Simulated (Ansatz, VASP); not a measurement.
# One calculation of TaN, two programs

Contents of INCAR:

```
PREC = Accurate
ENCUT = 520
EDIFF = 1E-6
ISMEAR = 0
SIGMA = 0.15
LREAL = F
LASPH = T
NELM = 60
ALGO = Normal
ISIF = 2
LWAVE = F
LCHARG = F
GGA = PS
NBANDS = 15
```

The input KPOINTS:

```
Automatic mesh
0
Gamma
  18 18 16
```

The input POSCAR:

```
TaN
1.0
    2.9379988584      0.0000000000      0.0000000000
   -1.4689994292      2.5889083265      0.0000000000
    0.0000000000      0.0000000000      2.8830000000
Ta N
1 1
Direct
    0.3333333333      0.6666666667      0.5000000000
    0.0000000000      0.0000000000      0.0000000000
```

Input for Ansatz:

```yaml
crystal:
  lattice:
    - [2.9379988584, 0.0, 0.0]
    - [-1.4689994292, 2.5889083265, 0.0]
    - [0.0, 0.0, 2.883]
  atoms:
    - { symbol: Ta, position: [0.3333333333, 0.6666666667, 0.5] }
    - { symbol: "N", position: [0.0, 0.0, 0.0] }
basis:
  ecutwfc: 420
kpoints:
  mp_grid: { grid: [18, 18, 16] }
hamiltonian:
  xc: pbesol
scf:
  occupations: { method: gaussian, width: 0.15 }
output:
  forces: true
  stress: true
  eigenvalues: true
  write_density: true
  write_potential: true
  elf: true
  volumetric_format: npy
```

Change from the starting cell: strain +0.0175 x Voigt [0, 1, 0, 0, 0, 0], atoms carried along.

Alike in both runs: task single point; functional PBEsol; k mesh 18 × 18 × 16; occupations gaussian, width 0.15 eV; no spin polarisation.

|  | VASP | Ansatz |
| --- | --- | --- |
| version | VASP 6.6.1 | Ansatz 0.2.0 |
| potentials or method | VASP PAW PBE potentials, release 64 (Ta_pv, N), cutoff 520 eV | scalar-relativistic, plane waves, PAW |
| valence electrons in the cell | 16 | 18 |

VASP gave:

- gap on the k mesh at the Fermi level (eV): none
- pressure (GPa): -9.6
- traceless stress, the component that is largest in VASP (GPa): -5.22
- rms of the force components (eV/Å): 0.011

Q: Which values does Ansatz return?

A: gap on the k mesh at the Fermi level (eV): none; pressure (GPa): -10.3; traceless stress, the component that is largest in VASP (GPa): -5.15; rms of the force components (eV/Å): 0.010.

VASP's potentials were made for PBE, not for PBEsol. Atom by atom the forces differ by 0.001 eV/Å (rms over components). A gap of «none» marks a metal or a gap that the smearing closes. VASP's potentials hold 16 valence electrons a cell and Ansatz's 18, so a difference there can come from the potentials and not from the codes.

Spin-orbit coupling is off throughout.
